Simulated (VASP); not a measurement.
# Hf (Fmmm) in VASP: further runs

Runs on Hf. Level: PBEsol. Tasks: single point.

Everything below comes from runs of VASP 6.6.1. Logs are shortened: lines on timing, memory, paths and dates and some standing lists are left out, and cuts for length are marked.

### Step 1. The cell of the first run

The structure is orthorhombic, space group Fmmm (No. 69). Conventional cell: a = 3.610 Å, b = 4.952 Å, c = 5.258 Å, α = 90.00°, β = 90.00°, γ = 90.00°. Hf (site symmetry mmm) has 14 Hf at 3.06 to 3.61 Å within 4.0 Å.

### Step 2. Single point, PBEsol (strain -0.0600 x Voigt [0, 0, 0, 1, 0, 0])

INCAR reads:

```
SYSTEM = Hf
PREC = Accurate
ENCUT = 520
EDIFF = 1E-6
ISMEAR = 0
SIGMA = 0.15
LREAL = .False.
LASPH = .True.
NELM = 100
ALGO = Fast
ISIF = 2
LWAVE = .False.
LCHARG = .False.
GGA = PS
NBANDS = 11
```

KPOINTS reads:

```
Automatic mesh
0
Gamma
  18 18 18
  0 0 0
```

POSCAR reads:

```
Hf
1.0
   -1.8050000000      1.7508500000      1.7508500000
    1.8050000000     -1.8591500000      1.8591500000
    1.8050000000      1.8591500000     -1.8591500000
Hf
1
Direct
    0.0000000000      0.0000000000      0.0000000000
```

Potentials or basis: VASP PAW PBE potentials, release 64 (Hf_pv).

Launch:

```console
cat potpaw_PBE.64/Hf_pv/POTCAR > POTCAR
mpirun -np 1 vasp_std > vasp.out
```

OUTCAR:

```text
SYSTEM = Hf
   PREC = Accurate
   ENCUT = 520
   EDIFF = 1E-6
   ISMEAR = 0
   LREAL = .False.
   LASPH = .True.
   NELM = 100
   ISIF = 2
   GGA = PS

 ion  position               nearest neighbor table
   1  0.000  0.000  0.000-

  LATTYP: Found a face centered orthorhombic cell.
 ALAT       =     3.6100000000
 B/A-ratio  =     1.3717871555
 C/A-ratio  =     1.4566399692

  Lattice vectors:

 A1 = (   0.0000000000,  -0.1083000000,   3.6100000000)
 A2 = (   1.8050000000,  -1.8591500000,   1.8591500000)
 A3 = (   1.8050000000,   1.7508500000,   1.7508500000)

Analysis of symmetry for initial positions (statically):
=====================================================================
 Subroutine PRICEL returns:
 Original cell was already a primitive cell.

 Routine SETGRP: Setting up the symmetry group for a
 face centered orthorhombic supercell.

 Subroutine GETGRP returns: Found  8 space group operations
 (whereof  8 operations were pure point group operations)
 out of a pool of  8 trial point group operations.

The static configuration has the point symmetry D_2h.

Analysis of symmetry for dynamics (positions and initial velocities):
=====================================================================
 Subroutine PRICEL returns:
 Original cell was already a primitive cell.

 Routine SETGRP: Setting up the symmetry group for a
 face centered orthorhombic supercell.

 Subroutine GETGRP returns: Found  8 space group operations
 (whereof  8 operations were pure point group operations)
 out of a pool of  8 trial point group operations.

The dynamic configuration has the point symmetry D_2h.

 Subroutine INISYM returns: Found  8 space group operations
 (whereof  8 operations are pure point group operations),
 and found     1 'primitive' translations

----------------------------------------------------------------------------------------

                                     Primitive cell

  volume of cell :      23.5018

  direct lattice vectors                    reciprocal lattice vectors
    -1.805000000  1.750850000  1.750850000     0.000000000  0.285575578  0.285575578
     1.805000000 -1.859150000  1.859150000     0.277008310  0.008317735  0.277257842
     1.805000000  1.859150000 -1.859150000     0.277008310  0.277257842  0.008317735

  length of vectors
     3.064143672  3.189185232  3.189185232     0.403864855  0.392013647  0.392013647

  position of ions in fractional coordinates (direct lattice)
     0.000000000  0.000000000  0.000000000

  ion indices of the primitive-cell ions
   primitive index   ion index
                 1           1

----------------------------------------------------------------------------------------

 KPOINTS: Automatic mesh

Automatic generation of k-mesh.
 Grid dimensions read from file:
 generate k-points for:   18   18   18

 Generating k-lattice:

  Cartesian coordinates                     Fractional coordinates (reciprocal lattice)
     0.000000000  0.015865310  0.015865310     0.055555556  0.000000000  0.000000000
     0.015389351  0.000462096  0.015403213    -0.000000000  0.055555556  0.000000000
     0.015389351  0.015403213  0.000462096    -0.000000000  0.000000000  0.055555556

  Length of vectors
     0.022436936  0.021778536  0.021778536

  Shift w.r.t. Gamma in fractional coordinates (k-lattice)
     0.000000000  0.000000000  0.000000000

 Subroutine IBZKPT returns following result:
 ===========================================

 Found    865 irreducible k-points:

 Following reciprocal coordinates:
            Coordinates               Weight
  0.000000  0.000000  0.000000      1.000000
  0.055556  0.000000  0.000000      2.000000
  0.111111  0.000000  0.000000      2.000000
  0.166667  0.000000  0.000000      2.000000
  0.222222  0.000000  0.000000      2.000000
  0.277778  0.000000  0.000000      2.000000
[... 16 lines left out ...]
  0.166667  0.111111  0.000000      8.000000
  0.222222  0.111111  0.000000      8.000000
 [... further k-points ...]
   k-points           NKPTS =    865   k-points in BZ     NKDIM =    865   number of bands    NBANDS=     11
   number of dos      NEDOS =    301   number of ions     NIONS =      1
   total plane-waves  NPLWV =  13824
   dimension x,y,z NGX =    24 NGY =   24 NGZ =   24
   dimension x,y,z NGXF=    48 NGYF=   48 NGZF=   48
   ions per type =               1
   NGX,Y,Z   is equivalent  to a cutoff of  13.02, 12.51, 12.51 a.u.
   NGXF,Y,Z  is equivalent  to a cutoff of  26.04, 25.02, 25.02 a.u.
 SYSTEM =  Hf
   PREC   = accura    normal or accurate (medium, high low for compatibility)
   ISTART =      0    job   : 0-new  1-cont  2-samecut
   ICHARG =      2    charge: 1-file 2-atom 10-const
   ISPIN  =      1    spin polarized calculation?
   LNONCOLLINEAR =      F non collinear calculations
   LSORBIT =      F    spin-orbit coupling
   LASPH  =      T    aspherical Exc in radial PAW
   ENCUT  =  520.0 eV  38.22 Ry    6.18 a.u.   5.70  5.93  5.93*2*pi/ulx,y,z
   NELM   =    100;   NELMIN=  2; NELMDL= -5     # of ELM steps
   EDIFF  = 0.1E-05   stopping-criterion for ELM
   LREAL  =      F    real-space projection
   EDIFFG = 0.1E-04   stopping-criterion for IOM
   NSW    =      0    number of steps for IOM
   IBRION =     -1    ionic relax: 0-MD 1-quasi-New 2-CG
   NFREE  =      0    steps in history (QN), initial steepest desc. (CG)
   ISIF   =      2    stress and relaxation
   ISYM   =      2    0-nonsym 1-usesym 2-fastsym
   POTIM  = 0.5000    time-step for ionic-motion
   TEBEG  =    0.0;   TEEND  =   0.0 temperature during run
   PSTRESS=    0.0 pullay stress
   NELECT =      10.0000    total number of electrons
   NUPDOWN=      -1.0000    fix difference up-down
   EMIN   =  10.00;   EMAX   =-10.00  energy-range for DOS
   EFERMI =   0.00;   METHOD = LEGACY
   ISMEAR =     0;   SIGMA  =   0.15  broadening in eV -4-tet -1-fermi 0-gaus
   EFERMI_NEDOS =   21; number of points for ismear=-14 and -15
   IALGO  =     68    algorithm
   IMIX   =      4    mixing-type and parameters
     AMIX     =   0.40;   BMIX     =  1.00
     AMIX_MAG =   1.60;   BMIX_MAG =  1.00
  volume/ion in A,a.u.               =      23.50       158.60
  Fermi-wavevector in a.u.,A,eV,Ry     =   1.231331  2.326877 20.628811  1.516175
  Thomas-Fermi vector in A             =   2.366144
   LORBIT       =      0    0 simple, 1 ext, 2 COOP (PROOUT), +10 PAW based schemes
   GGA     = PS    functional components
   LHFCALC =     F    Hartree Fock is set to
   AEXX    =    0.0000 exact exchange contribution
   IVDW    =     0    specifies the selected vdW correction
   LEPSILON=     F    determine dielectric tensor
   LRPA    =     F    only Hartree local field effects (RPA)
 non-spin polarized calculation
 RMM-DIIS sequential band-by-band and
 Gauss-broadening in eV      SIGMA  =   0.15
  energy-cutoff  :      520.00
  volume of cell :       23.50
 maximum number of plane-waves:       646
   NGX = 11   NGY = 11   NGZ = 11

 number of electron      10.0000001 magnetization

 Free energy of the ion-electron system (eV)
  ---------------------------------------------------
  ext. energy  EPLUGINS =         0.00000000
  ---------------------------------------------------
  free energy    TOTEN  =       -10.26232589 eV

  energy without entropy =      -10.23854831  energy(sigma->0) =      -10.25043710

 E-fermi :   4.0899     XC(G=0): -11.1665

 val. band max:        4.0862042699   @ k =   0.1111  -0.4444   0.0556
 cond. band min:       4.0899098836   @ k =   0.0000  -0.3889   0.2222
 fundamental gap:      0.0037056138
 Fermi energy:         4.0898690688

 k-point     1 :       0.0000    0.0000    0.0000
  band No.  band energies     occupation
      1     -25.9229      2.00000
      2     -25.8797      2.00000
      3     -25.8402      2.00000
      4      -2.7854      2.00000
      5       5.1482      0.00000
      6       5.4701      0.00000
      7       5.9717      0.00000
      8       8.2301      0.00000
      9       8.3253      0.00000
     10      16.7183      0.00000
     11      17.2010      0.00000

 k-point     2 :       0.0556    0.0000    0.0000
  band No.  band energies     occupation
      1     -25.9225      2.00000
      2     -25.8889      2.00000
      3     -25.8658      2.00000
      4      -2.6690      2.00000
      5       5.2645      0.00000
      6       5.4844      0.00000
      7       5.8799      0.00000
      8       8.1281      0.00000
      9       8.2094      0.00000
     10      16.8641      0.00000
     11      17.4226      0.00000

 k-point     3 :       0.1111    0.0000    0.0000
  band No.  band energies     occupation
      1     -25.9387      2.00000
      2     -25.9212      2.00000
      3     -25.9151      2.00000
      4      -2.3287      2.00000
      5       5.4912      0.00000
      6       5.6105      0.00000
      7       5.6295      0.00000
      8       7.6835      0.00000
      9       8.1607      0.00000
     10      17.2425      0.00000
     11      18.0599      0.00000

 k-point     4 :       0.1667    0.0000    0.0000
  band No.  band energies     occupation
      1     -26.0486      2.00000
      2     -25.9551      2.00000
      3     -25.9193      2.00000
      4      -1.7931      2.00000
      5       5.2795      0.00000
      6       5.3730      0.00000
      7       6.1773      0.00000
      8       7.3155      0.00000
      9       8.1150      0.00000
     10      17.6076      0.00000
     11      18.9448      0.00000
[... 239 lines left out ...]
 k-point    22 :       0.1111    0.1111   -0.0000
  band No.  band energies     occupation
      1     -26.1226      2.00000
      2     -25.9463      2.00000
      3     -25.9180      2.00000
      4      -1.5141      2.00000
      5       4.9769      0.00000
      6       5.1079      0.00000
      7       6.6878      0.00000
      8       7.2304      0.00000
      9       8.3364      0.00000
     10      17.9510      0.00000
     11      18.6325      0.00000

 k-point    23 :       0.1667    0.1111    0.0000
  band No.  band energies     occupation
      1     -26.2336      2.00000
      2     -25.9805      2.00000
      3     -25.9393      2.00000
      4      -0.8492      2.00000
      5       4.6951      0.00000
      6       4.8026      0.00000
      7       7.0807      0.00000
      8       7.4427      0.00000
      9       8.4175      0.00000
     10      17.6304      0.00000
     11      18.6289      0.00000

 k-point    24 :       0.2222    0.1111    0.0000
  band No.  band energies     occupation
      1     -26.3468      2.00000
      2     -26.0415      2.00000
      3     -25.9394      2.00000
      4      -0.1152      2.00000
      5       4.3324      0.02219
      6       4.5395      0.00002
      7       7.1912      0.00000
      8       8.3643      0.00000
      9       8.4908      0.00000
     10      16.5263      0.00000
     11      18.0242      0.00000

 [... further k-points ...]
[... 5 lines left out ...]
  --------------------------------------------------------------------------------------
  -------------------------------------------------------------------------------------
  Total       -1.3278580     -1.3500474     -1.3500474      0.0000000      0.3743186      0.0000000
  in kB      -90.5235635    -92.0362713    -92.0362713      0.0000000     25.5182819      0.0000000
  external PRESSURE =     -91.5320353 kB  Pullay stress =       0.0000000 kB

 VOLUME and BASIS-vectors are now :
 -----------------------------------------------------------------------------
  energy-cutoff  :      520.00
  volume of cell :       23.50
      direct lattice vectors                 reciprocal lattice vectors
    -1.805000000  1.750850000  1.750850000     0.000000000  0.285575578  0.285575578
     1.805000000 -1.859150000  1.859150000     0.277008310  0.008317735  0.277257842
     1.805000000  1.859150000 -1.859150000     0.277008310  0.277257842  0.008317735

 POSITION                                       TOTAL-FORCE (eV/Angst)
 -----------------------------------------------------------------------------------
      0.00000      0.00000      0.00000         0.000000      0.000000     -0.000000
 -----------------------------------------------------------------------------------
    total drift:                                0.000000      0.000000      0.000000

  FREE ENERGIE OF THE ION-ELECTRON SYSTEM (eV)
  ---------------------------------------------------
  free  energy   TOTEN  =       -10.2623258858 eV

  energy  without entropy=      -10.2385483109  energy(sigma->0) =      -10.25043710
```

It took 85 s on 1 thread of Intel Xeon Platinum 8375C at 2.90GHz (Ice Lake), shared host; peak memory 0.32 GiB.

What came out:

- Free energy: -10.2623 eV
- Pressure: -9.2 GPa
- Band gap on the k mesh: zero (band 5 reaches 5.49 eV, above the bottom of band 6 at 3.47 eV)

Stress tensor (GPa, compression positive):
```
-9.05  0.00  0.00
 0.00 -9.20  2.55
 0.00  2.55 -9.20
```

Levels at points of the mesh, in eV from the Fermi level:
```tsv
k point	band 3	band 4	band 5	band 6	band 7	band 8
(0.00, 0.00, 0.00)	-29.93	-6.88	1.06	1.38	1.88	4.14
(0.50, 0.00, 0.00)	-30.00	-3.12	-0.32	1.31	3.62	4.47
(0.00, 0.50, 0.00)	-29.96	-3.23	-0.45	0.93	3.94	4.87
(0.00, 0.50, 0.50)	-29.94	-3.37	-0.55	0.57	4.27	5.25
(0.50, 0.50, 0.50)	-30.39	-2.38	-2.34	5.92	6.34	6.71
```

Caveat: the cell differs from its parent crystal (strain -0.0600 x Voigt [0, 0, 0, 1, 0, 0]); the PAW data sets were made with another functional, which shifts forces and pressure a little; spin-orbit coupling is left out, which moves the levels of the heavy elements.

### Step 3. Single point, PBEsol (strain +0.0450 x Voigt [0, 0, 0, 1, 0, 0])

INCAR reads:

```
SYSTEM = Hf
PREC     = Accurate       ! precision mode
ENCUT    = 520            ! plane-wave cutoff, eV
EDIFF    = 1E-6           ! SCF threshold, eV
ISMEAR   = 0              ! smearing method
SIGMA    = 0.15           ! smearing width, eV
LREAL    = .False.        ! projectors in reciprocal space
LASPH    = .True.         ! aspherical terms in the spheres
NELM     = 60             ! most SCF steps
ALGO     = Fast           ! electronic algorithm
ISIF     = 2              ! what is computed and relaxed
LWAVE    = .False.        ! write WAVECAR
LCHARG   = .False.        ! write CHGCAR
GGA      = PS             ! functional
NBANDS   = 11             ! bands
```

KPOINTS reads:

```
regular mesh
0
Gamma
  18 18 18
  0 0 0
```

POSCAR reads:

```
Hf
1.0
   -1.8050000000      1.8456125000      1.8456125000
    1.8050000000     -1.7643875000      1.7643875000
    1.8050000000      1.7643875000     -1.7643875000
Hf
1
Direct
    0.0000000000      0.0000000000      0.0000000000
```

Potentials or basis: VASP PAW PBE potentials, release 64 (Hf_pv).

Launch:

```console
cat potpaw_PBE.64/Hf_pv/POTCAR > POTCAR
mpirun -np 1 vasp_std > vasp.out
```

Run time: 82 s. Hardware: 1 thread of Intel Xeon Platinum 8375C at 2.90GHz (Ice Lake), shared host; peak memory 0.33 GiB.

It converged, with:

```yaml
Free_energy: -10.2667 eV
Pressure: -9.2 GPa
Band_gap_on_the_k_mesh: zero (band 5 reaches 5.49 eV, above the bottom of band 6 at 3.47 eV)
```

Stress tensor (GPa, compression positive):
```
-9.17  0.00  0.00
 0.00 -9.25 -1.94
 0.00 -1.94 -9.25
```

Levels at points of the mesh, in eV from the Fermi level:
```tsv
k point	band 1	band 2	band 3	band 4	band 5	band 6	band 7	band 8	band 9	band 10
(0.00, 0.00, 0.00)	-30.01	-29.97	-29.94	-6.88	1.16	1.42	1.78	4.13	4.18	12.74
(0.50, 0.00, 0.00)	-30.64	-30.16	-29.96	-3.33	-0.52	0.65	4.18	5.16	6.97	9.07
(0.00, 0.50, 0.00)	-30.68	-30.21	-29.97	-3.23	-0.44	0.92	3.93	4.87	7.12	9.55
(0.00, 0.50, 0.50)	-30.71	-30.25	-30.00	-3.15	-0.35	1.20	3.68	4.57	7.41	9.93
(0.50, 0.50, 0.50)	-30.53	-30.47	-30.41	-2.37	-2.35	6.04	6.37	6.74	6.79	6.84
```

Caveat: the cell differs from its parent crystal (strain +0.0450 x Voigt [0, 0, 0, 1, 0, 0]); the PAW data sets were made with another functional, which shifts forces and pressure a little; spin-orbit coupling is left out, which moves the levels of the heavy elements.

(Part 1 of 2 ends here.)
